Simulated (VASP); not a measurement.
Write the native input for VASP 6.6.1 that does the following.

```
Task                   : single point
Functional             : PBE
Potentials or basis    : VASP PAW PBE potentials, release 64 (Cu, I)
Cutoff                 : 520 eV
k mesh                 : 8 × 8 × 8
Occupations            : gaussian, width 0.05 eV
Spin                   : no spin polarisation
Dipole correction      : no
Further INCAR settings : ALGO = Normal; EDIFF = 1e-06; NBANDS = 16
```

The structure of CuI lies in POSCAR:

```
CuI
1.0
    0.0000000000      3.0920713098      3.0920713098
    3.0920713098      0.0000000000      3.0920713098
    3.0920713098      3.0920713098      0.0000000000
Cu I
1 1
Direct
    0.7500000000      0.7500000000      0.7500000000
    0.0000000000      0.0000000000      0.0000000000
```

This cell differs from its parent crystal: volume 29.563 Å^3 an atom, c/a of the conventional cell 1.0000.

These files were run (other wordings do the same):

INCAR

```
ALGO = Normal
EDIFF = 1E-6
ENCUT = 520
GGA = PE
ISIF = 2
ISMEAR = 0
LASPH = True
LCHARG = False
LREAL = False
LWAVE = False
NBANDS = 16
NELM = 60
PREC = Accurate
SIGMA = 0.05
```

KPOINTS

```
k-points
0
Gamma
  8 8 8
```

Potentials or basis: VASP PAW PBE potentials, release 64 (Cu, I).

The run is started by

```sh
$ cat potpaw_PBE.64/Cu/POTCAR potpaw_PBE.64/I/POTCAR > POTCAR
$ mpirun -np 1 vasp_std > vasp.out
```

Results of the run:

```json
{
 "Pressure": "-1.4 GPa",
 "Band gap on the k mesh": "1.00 eV, direct"
}
```

Caveat: spin-orbit coupling is left out, which moves the levels of the heavy elements.

It used 26 s of CPU time on 1 thread of Intel Xeon 6975P-C, on a shared host.
